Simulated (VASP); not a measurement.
# BeS (rocksalt type) (Fm-3m) in VASP: further runs

The runs below take BeS (rocksalt type) through electric field gradients, with PBE, LDA, PBEsol, r2SCAN.

Everything below comes from runs of VASP 6.6.1. Logs are shortened: lines on timing, memory, paths and dates and some standing lists are left out, and cuts for length are marked.

**1. The cell of the first run**

Symmetry: Fm-3m, No. 225, cubic system. The conventional cell has a = 4.550 Å, b = 4.550 Å, c = 4.550 Å, α = 90.00°, β = 90.00°, γ = 90.00°. Within 3.0 Å of Be (site symmetry m-3m) lie 6 S at 2.28 Å. Within 3.0 Å of S (site symmetry m-3m) lie 6 Be at 2.28 Å.

**2. Electric field gradients, PBE**

Input file INCAR:

```
SYSTEM = BeS
PREC = Accurate
ENCUT = 520
EDIFF = 1E-8
ISMEAR = -1
SIGMA = 0.08
LREAL = .False.
LASPH = .True.
NELM = 80
ALGO = Normal
ISIF = 2
LWAVE = .False.
LCHARG = .False.
GGA = PE
LEFG = .True.
ISYM = 0
NBANDS = 11
```

Input file KPOINTS:

```
Automatic mesh
0
Gamma
  13 13 13
  0.5 0.5 0.5
```

Input file POSCAR:

```
BeS
1.0
    0.0000000000      2.2752257404      2.2752257404
    2.2752257404      0.0000000000      2.2752257404
    2.2752257404      2.2752257404      0.0000000000
Be S
1 1
Direct
    0.0000000000      0.0000000000      0.0000000000
    0.5000000000      0.5000000000      0.5000000000
```

Potentials or basis: VASP PAW PBE potentials, release 64 (Be, S).

The run is started by

```sh
$ cat potpaw_PBE.64/Be/POTCAR potpaw_PBE.64/S/POTCAR > POTCAR
$ mpirun -np 1 vasp_std > vasp.out
```

OUTCAR:

```text
SYSTEM = BeS
   PREC = Accurate
   ENCUT = 520
   EDIFF = 1E-8
   ISMEAR = -1
   LREAL = .False.
   LASPH = .True.
   NELM = 80
   ISIF = 2
   GGA = PE
   ISYM = 0

 ion  position               nearest neighbor table
   1  0.000  0.000  0.000-   2 2.28   2 2.28   2 2.28   2 2.28   2 2.28   2 2.28
   2  0.500  0.500  0.500-   1 2.28   1 2.28   1 2.28   1 2.28   1 2.28   1 2.28

IMPORTANT INFORMATION: All symmetrisations will be switched off!
NOSYMM: (Re-)initialisation of all symmetry stuff for point group C_1.

----------------------------------------------------------------------------------------

                                     Primitive cell

  volume of cell :      23.5561

  direct lattice vectors                    reciprocal lattice vectors
     0.000000000  2.275225740  2.275225740    -0.219758414  0.219758414  0.219758414
     2.275225740  0.000000000  2.275225740     0.219758414 -0.219758414  0.219758414
     2.275225740  2.275225740  0.000000000     0.219758414  0.219758414 -0.219758414

  length of vectors
     3.217655100  3.217655100  3.217655100     0.380632738  0.380632738  0.380632738

  position of ions in fractional coordinates (direct lattice)
     0.000000000  0.000000000  0.000000000
     0.500000000  0.500000000  0.500000000

  ion indices of the primitive-cell ions
   primitive index   ion index
                 1           1
                 2           2

----------------------------------------------------------------------------------------

 KPOINTS: Automatic mesh

Automatic generation of k-mesh.
 Grid dimensions read from file:
 generate k-points for:   13   13   13

 Generating k-lattice:

  Cartesian coordinates                     Fractional coordinates (reciprocal lattice)
    -0.016904493  0.016904493  0.016904493     0.076923077  0.000000000  0.000000000
     0.016904493 -0.016904493  0.016904493     0.000000000  0.076923077  0.000000000
     0.016904493  0.016904493 -0.016904493     0.000000000  0.000000000  0.076923077

  Length of vectors
     0.029279441  0.029279441  0.029279441

  Shift w.r.t. Gamma in fractional coordinates (k-lattice)
     0.500000000  0.500000000  0.500000000

 Subroutine IBZKPT returns following result:
 ===========================================

 Found   4396 irreducible k-points:

 Following reciprocal coordinates:
            Coordinates               Weight
  0.038462  0.038462  0.038462      2.000000
  0.038462  0.000000  0.000000      2.000000
  0.000000  0.000000 -0.038462      2.000000
  0.000000  0.038462  0.000000      2.000000
  0.115385  0.038462  0.038462      2.000000
  0.038462  0.115385  0.038462      2.000000
[... 16 lines left out ...]
  0.000000  0.153846 -0.038462      2.000000
  0.153846  0.000000 -0.038462      2.000000
 [... further k-points ...]
   k-points           NKPTS =   4396   k-points in BZ     NKDIM =   4396   number of bands    NBANDS=     11
   number of dos      NEDOS =    301   number of ions     NIONS =      2
   total plane-waves  NPLWV =  13824
   dimension x,y,z NGX =    24 NGY =   24 NGZ =   24
   dimension x,y,z NGXF=    48 NGYF=   48 NGZF=   48
   ions per type =               1   1
   NGX,Y,Z   is equivalent  to a cutoff of  12.40, 12.40, 12.40 a.u.
   NGXF,Y,Z  is equivalent  to a cutoff of  24.80, 24.80, 24.80 a.u.
 SYSTEM =  BeS
   PREC   = accura    normal or accurate (medium, high low for compatibility)
   ISTART =      0    job   : 0-new  1-cont  2-samecut
   ICHARG =      2    charge: 1-file 2-atom 10-const
   ISPIN  =      1    spin polarized calculation?
   LNONCOLLINEAR =      F non collinear calculations
   LSORBIT =      F    spin-orbit coupling
   LASPH  =      T    aspherical Exc in radial PAW
   ENCUT  =  520.0 eV  38.22 Ry    6.18 a.u.   5.98  5.98  5.98*2*pi/ulx,y,z
   NELM   =     80;   NELMIN=  2; NELMDL= -5     # of ELM steps
   EDIFF  = 0.1E-07   stopping-criterion for ELM
   LREAL  =      F    real-space projection
   EDIFFG = 0.1E-06   stopping-criterion for IOM
   NSW    =      0    number of steps for IOM
   IBRION =     -1    ionic relax: 0-MD 1-quasi-New 2-CG
   NFREE  =      0    steps in history (QN), initial steepest desc. (CG)
   ISIF   =      2    stress and relaxation
   ISYM   =      0    0-nonsym 1-usesym 2-fastsym
   POTIM  = 0.5000    time-step for ionic-motion
   TEBEG  =    0.0;   TEEND  =   0.0 temperature during run
   PSTRESS=    0.0 pullay stress
   NELECT =       8.0000    total number of electrons
   NUPDOWN=      -1.0000    fix difference up-down
   EMIN   =  10.00;   EMAX   =-10.00  energy-range for DOS
   EFERMI =   0.00;   METHOD = LEGACY
   ISMEAR =    -1;   SIGMA  =   0.08  broadening in eV -4-tet -1-fermi 0-gaus
   EFERMI_NEDOS =   21; number of points for ismear=-14 and -15
   IALGO  =     38    algorithm
   IMIX   =      4    mixing-type and parameters
     AMIX     =   0.40;   BMIX     =  1.00
     AMIX_MAG =   1.60;   BMIX_MAG =  1.00
  volume/ion in A,a.u.               =      11.78        79.48
  Fermi-wavevector in a.u.,A,eV,Ry     =   1.142186  2.158419 17.750023  1.304590
  Thomas-Fermi vector in A             =   2.278885
   LORBIT       =      0    0 simple, 1 ext, 2 COOP (PROOUT), +10 PAW based schemes
   GGA     = PE    functional components
   LHFCALC =     F    Hartree Fock is set to
   AEXX    =    0.0000 exact exchange contribution
   IVDW    =     0    specifies the selected vdW correction
   LEPSILON=     F    determine dielectric tensor
   LRPA    =     F    only Hartree local field effects (RPA)
 non-spin polarized calculation
  energy-cutoff  :      520.00
  volume of cell :       23.56
 maximum number of plane-waves:       648
   NGX = 11   NGY = 11   NGZ = 11

 number of electron       8.0000001 magnetization

 Free energy of the ion-electron system (eV)
  ---------------------------------------------------
  ext. energy  EPLUGINS =         0.00000000
  ---------------------------------------------------
  free energy    TOTEN  =        -8.87247037 eV

  energy without entropy =       -8.87244905  energy(sigma->0) =       -8.87245971

 E-fermi :   7.8703     XC(G=0): -10.8407

 val. band max:        7.2768614682   @ k =   0.1538   0.0000  -0.1154
 cond. band min:       8.3756804377   @ k =  -0.4615   0.0385  -0.4615
 fundamental gap:      1.0988189695
 Fermi energy:         7.8702534455

 k-point     1 :       0.0385    0.0385    0.0385
  band No.  band energies     occupation
      1      -8.2706      2.00000
      2       6.8086      2.00000
      3       6.9594      1.99998
      4       6.9594      1.99998
      5      13.3038      0.00000
      6      15.9424      0.00000
      7      16.0676      0.00000
      8      16.0676      0.00000
      9      16.8862      0.00000
     10      16.8862      0.00000
     11      17.2582      0.00000

 k-point     2 :       0.0385    0.0000    0.0000
  band No.  band energies     occupation
      1      -8.2706      2.00000
      2       6.8086      2.00000
      3       6.9594      1.99998
      4       6.9594      1.99998
      5      13.3038      0.00000
      6      15.9424      0.00000
      7      16.0676      0.00000
      8      16.0676      0.00000
      9      16.8862      0.00000
     10      16.8862      0.00000
     11      17.2582      0.00000

 k-point     3 :       0.0000    0.0000   -0.0385
  band No.  band energies     occupation
      1      -8.2706      2.00000
      2       6.8086      2.00000
      3       6.9594      1.99998
      4       6.9594      1.99998
      5      13.3038      0.00000
      6      15.9424      0.00000
      7      16.0676      0.00000
      8      16.0676      0.00000
      9      16.8862      0.00000
     10      16.8862      0.00000
     11      17.2582      0.00000
[... 267 lines left out ...]
 k-point    23 :       0.0000    0.1538   -0.0385
  band No.  band energies     occupation
      1      -7.8439      2.00000
      2       4.7406      2.00000
      3       6.5327      2.00000
      4       7.0463      1.99993
      5      13.3628      0.00000
      6      13.9772      0.00000
      7      14.7137      0.00000
      8      16.1768      0.00000
      9      16.9707      0.00000
     10      17.6850      0.00000
     11      18.1141      0.00000

 k-point    24 :       0.1538    0.0000   -0.0385
  band No.  band energies     occupation
      1      -7.8439      2.00000
      2       4.7406      2.00000
      3       6.5327      2.00000
      4       7.0463      1.99993
      5      13.3628      0.00000
      6      13.9772      0.00000
      7      14.7137      0.00000
      8      16.1768      0.00000
      9      16.9707      0.00000
     10      17.6850      0.00000
     11      18.1141      0.00000

 [... further k-points ...]
[... 5 lines left out ...]
  --------------------------------------------------------------------------------------
  -------------------------------------------------------------------------------------
  Total        0.8862355      0.8862355      0.8862355     -0.0000007     -0.0000007     -0.0000007
  in kB       60.2776392     60.2776388     60.2776389     -0.0000498     -0.0000501     -0.0000498
  external PRESSURE =      60.2776390 kB  Pullay stress =       0.0000000 kB

 VOLUME and BASIS-vectors are now :
 -----------------------------------------------------------------------------
  energy-cutoff  :      520.00
  volume of cell :       23.56
      direct lattice vectors                 reciprocal lattice vectors
     0.000000000  2.275225740  2.275225740    -0.219758414  0.219758414  0.219758414
     2.275225740  0.000000000  2.275225740     0.219758414 -0.219758414  0.219758414
     2.275225740  2.275225740  0.000000000     0.219758414  0.219758414 -0.219758414

 POSITION                                       TOTAL-FORCE (eV/Angst)
 -----------------------------------------------------------------------------------
      0.00000      0.00000      0.00000         0.000000     -0.000000     -0.000000
      2.27523      2.27523      2.27523        -0.000000      0.000000      0.000000
 -----------------------------------------------------------------------------------
    total drift:                               -0.000000      0.000000      0.000000

  FREE ENERGIE OF THE ION-ELECTRON SYSTEM (eV)
  ---------------------------------------------------
  free  energy   TOTEN  =        -8.8724703664 eV

  energy  without entropy=       -8.8724490502  energy(sigma->0) =       -8.87245971

 Electric field gradients (V/A^2)
---------------------------------------------------------------------
 ion       V_xx      V_yy      V_zz      V_xy      V_xz      V_yz
---------------------------------------------------------------------
   1      -0.000    -0.000     0.000    -0.000    -0.000    -0.000
   2      -0.000     0.000    -0.000    -0.000    -0.000    -0.000
---------------------------------------------------------------------

 Electric field gradients after diagonalization (V/A^2)
 (convention: |V_zz| > |V_xx| > |V_yy|)
----------------------------------------------------------------------
 ion       V_xx      V_yy      V_zz     asymmetry (V_yy - V_xx)/ V_zz
----------------------------------------------------------------------
   1       0.000     0.000    -0.000       0.000
   2       0.000     0.000    -0.001       0.000
----------------------------------------------------------------------

           NMR quadrupolar parameters

 Cq : quadrupolar parameter    Cq=e*Q*V_zz/h
 eta: asymmetry parameters     (V_yy - V_xx)/ V_zz
 Q  : nuclear electric quadrupole moment in mb (millibarn)
----------------------------------------------------------------------
 ion       Cq(MHz)       eta       Q (mb)
----------------------------------------------------------------------
   1      -0.000       0.000       1.000
   2      -0.000       0.000       1.000
----------------------------------------------------------------------
```

Wall time 11 min (1 thread of Intel Xeon Platinum 8259CL at 2.50GHz (Skylake/Cascade Lake), shared host); peak memory 1.1 GiB.

Results:

```yaml
Free_energy: -8.8725 eV
Pressure: 6.0 GPa
Band_gap_on_the_k_mesh: 1.10 eV, indirect (least direct gap 4.40 eV)
```

Caveat: without QUAD_EFG the Cq values of the log hold for a quadrupole moment of 1 mb, not for the nuclei. A k mesh can miss the band edges.

**3. Electric field gradients, LDA**

This run uses another cell than the first one, of 12.40 Å³/atom, 1.053 times its volume.

Input file INCAR:

```
PREC = Accurate
ENCUT = 520
EDIFF = 1E-8
ISMEAR = -1
SIGMA = 0.08
LREAL = False
LASPH = True
NELM = 60
ALGO = Normal
ISIF = 2
LWAVE = False
LCHARG = False
LEFG = True
NBANDS = 11
```

Input file KPOINTS:

```
Automatic mesh
0
Gamma
  13 13 13
```

Input file POSCAR:

```
BeS
1.0
    0.0000000000      2.3144614809      2.3144614809
    2.3144614809      0.0000000000      2.3144614809
    2.3144614809      2.3144614809      0.0000000000
Be S
1 1
Direct
    0.0000000000      0.0000000000      0.0000000000
    0.5000000000      0.5000000000      0.5000000000
```

Potentials or basis: VASP PAW LDA potentials, release 64 (Be, S).

The run is started by

```sh
$ cat potpaw_LDA.64/Be/POTCAR potpaw_LDA.64/S/POTCAR > POTCAR
$ mpirun -np 1 vasp_std > vasp.out
```

OUTCAR:

```text
PREC = Accurate
   ENCUT = 520
   EDIFF = 1E-8
   ISMEAR = -1
   LREAL = False
   LASPH = True
   NELM = 60
   ISIF = 2

 ion  position               nearest neighbor table
   1  0.000  0.000  0.000-   2 2.31   2 2.31   2 2.31   2 2.31   2 2.31   2 2.31
   2  0.500  0.500  0.500-   1 2.31   1 2.31   1 2.31   1 2.31   1 2.31   1 2.31

  LATTYP: Found a face centered cubic cell.
 ALAT       =     4.6289229618

  Lattice vectors:

 A1 = (   0.0000000000,   2.3144614809,   2.3144614809)
 A2 = (   2.3144614809,   0.0000000000,   2.3144614809)
 A3 = (   2.3144614809,   2.3144614809,   0.0000000000)

Analysis of symmetry for initial positions (statically):
=====================================================================
 Subroutine PRICEL returns:
 Original cell was already a primitive cell.

 Routine SETGRP: Setting up the symmetry group for a
 face centered cubic supercell.

 Subroutine GETGRP returns: Found 48 space group operations
 (whereof 48 operations were pure point group operations)
[... 523 lines left out ...]
     0.000000000  2.314461481  2.314461481    -0.216032975  0.216032975  0.216032975
     2.314461481  0.000000000  2.314461481     0.216032975 -0.216032975  0.216032975
     2.314461481  2.314461481  0.000000000     0.216032975  0.216032975 -0.216032975

 POSITION                                       TOTAL-FORCE (eV/Angst)
 -----------------------------------------------------------------------------------
      0.00000      0.00000      0.00000         0.000000     -0.000000      0.000000
      2.31446      2.31446      2.31446        -0.000000      0.000000     -0.000000
 -----------------------------------------------------------------------------------
    total drift:                               -0.000000     -0.000000      0.000000

  FREE ENERGIE OF THE ION-ELECTRON SYSTEM (eV)
  ---------------------------------------------------
  free  energy   TOTEN  =       -10.1088721330 eV

  energy  without entropy=      -10.1088384707  energy(sigma->0) =      -10.10885530

 Electric field gradients (V/A^2)
---------------------------------------------------------------------
 ion       V_xx      V_yy      V_zz      V_xy      V_xz      V_yz
---------------------------------------------------------------------
   1       0.000    -0.000     0.000    -0.000    -0.000    -0.000
   2       0.000     0.000     0.000    -0.000    -0.000    -0.000
---------------------------------------------------------------------

 Electric field gradients after diagonalization (V/A^2)
 (convention: |V_zz| > |V_xx| > |V_yy|)
----------------------------------------------------------------------
 ion       V_xx      V_yy      V_zz     asymmetry (V_yy - V_xx)/ V_zz
----------------------------------------------------------------------
   1       0.000     0.000    -0.000       0.000
   2       0.000     0.000    -0.000       0.000
----------------------------------------------------------------------

           NMR quadrupolar parameters

 Cq : quadrupolar parameter    Cq=e*Q*V_zz/h
 eta: asymmetry parameters     (V_yy - V_xx)/ V_zz
 Q  : nuclear electric quadrupole moment in mb (millibarn)
----------------------------------------------------------------------
 ion       Cq(MHz)       eta       Q (mb)
----------------------------------------------------------------------
   1      -0.000       0.000       1.000
   2      -0.000       0.000       1.000
----------------------------------------------------------------------
```

It took 13 s on 1 thread of Intel Xeon Platinum 8259CL at 2.50GHz (Skylake/Cascade Lake), shared host; peak memory 0.13 GiB.

What came out:

```yaml
Free_energy: -10.1089 eV
Pressure: -5.1 GPa
Band_gap_on_the_k_mesh: 1.00 eV, indirect (least direct gap 4.19 eV)
```

Levels at points of the mesh, in eV from the valence-band top:
| k point | band 2 | band 3 | band 4 | band 5 | band 6 | band 7 |
| --- | --- | --- | --- | --- | --- | --- |
| (0.00, 0.00, 0.00) | -0.32 | -0.32 | -0.32 | 5.24 | 8.78 | 8.78 |

Caveat: without QUAD_EFG the Cq values of the log hold for a quadrupole moment of 1 mb, not for the nuclei. A k mesh can miss the band edges.

(Part 1 of 2 ends here.)
